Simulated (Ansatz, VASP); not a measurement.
One calculation of Ti2Co, two programs

INCAR

```
PREC = Accurate
ENCUT = 520
EDIFF = 1E-7
ISMEAR = 0
SIGMA = 0.1
LREAL = False
LASPH = True
NELM = 150
ALGO = Fast
ISIF = 2
LWAVE = False
LCHARG = True
ISPIN = 2
MAGMOM = 0 0 0 0 3 3
LORBIT = 11
LMAXMIX = 4
GGA = CA
LELF = True
LVHAR = True
NBANDS = 46
```

Contents of KPOINTS:

```
regular mesh
0
Gamma
  6 6 6
```

File POSCAR:

```
Ti2Co
1.0
    0.0000000000      3.3650000000      3.3650000000
    3.3650000000      0.0000000000      3.3650000000
    3.3650000000      3.3650000000      0.0000000000
Ti Co
4 2
Direct
    0.1250000000      0.1250000000      0.1250000000
    0.6250000000      0.1250000000      0.1250000000
    0.1250000000      0.1250000000      0.6250000000
    0.1250000000      0.6250000000      0.1250000000
    0.5000000000      0.5000000000      0.5000000000
    0.7500000000      0.7500000000      0.7500000000
```

Input for Ansatz:

```yaml
crystal:
  lattice:
    - [0.0, 3.365, 3.365]
    - [3.365, 0.0, 3.365]
    - [3.365, 3.365, 0.0]
  atoms:
    - { symbol: Ti, position: [0.125, 0.125, 0.125] }
    - { symbol: Ti, position: [0.625, 0.125, 0.125] }
    - { symbol: Ti, position: [0.125, 0.125, 0.625] }
    - { symbol: Ti, position: [0.125, 0.625, 0.125] }
    - { symbol: Co, position: [0.5, 0.5, 0.5], spin: 3.0 }
    - { symbol: Co, position: [0.75, 0.75, 0.75], spin: 3.0 }
basis:
  ecutwfc: 420
kpoints:
  mp_grid: { grid: [6, 6, 6] }
hamiltonian:
  xc: lda
scf:
  occupations: { method: gaussian, width: 0.1 }
  lower_state_search: "off"
output:
  forces: true
  stress: true
  eigenvalues: true
  populations: true
magnetization:
  spin_polarized: true
```

Alike in both runs: task single point; functional LDA; k mesh 6 × 6 × 6; occupations gaussian, width 0.1 eV; collinear spin.

```csv
,VASP,Ansatz
version,VASP 6.6.1,Ansatz 0.2.0
potentials or method,"VASP PAW LDA potentials, release 64 (Ti_sv, Co), cutoff 520 eV","scalar-relativistic, plane waves, PAW"
valence electrons in the cell,66,82
```

VASP gave:

```
gap on the k mesh at the Fermi level (eV)                     : none
pressure (GPa)                                                : 9.7
net moment per atom (μB)                                      : 0.11
size of the moment on the site where the two differ most (μB) : 0.25
```

**Question.** What did Ansatz give for the same quantities?

**Answer.** gap on the k mesh at the Fermi level (eV): none; pressure (GPa): 9.6; net moment per atom (μB): 0.17; size of the moment on the site where the two differ most (μB): 0.44.

LDA's correlation is that of Perdew and Zunger in VASP and of Perdew and Wang (1992) in Ansatz. Site moments also hang on the region over which each program counts them. A gap of «none» marks a metal or a gap that the smearing closes. VASP's potentials hold 66 valence electrons a cell and Ansatz's 82, so a difference there can come from the potentials and not from the codes.
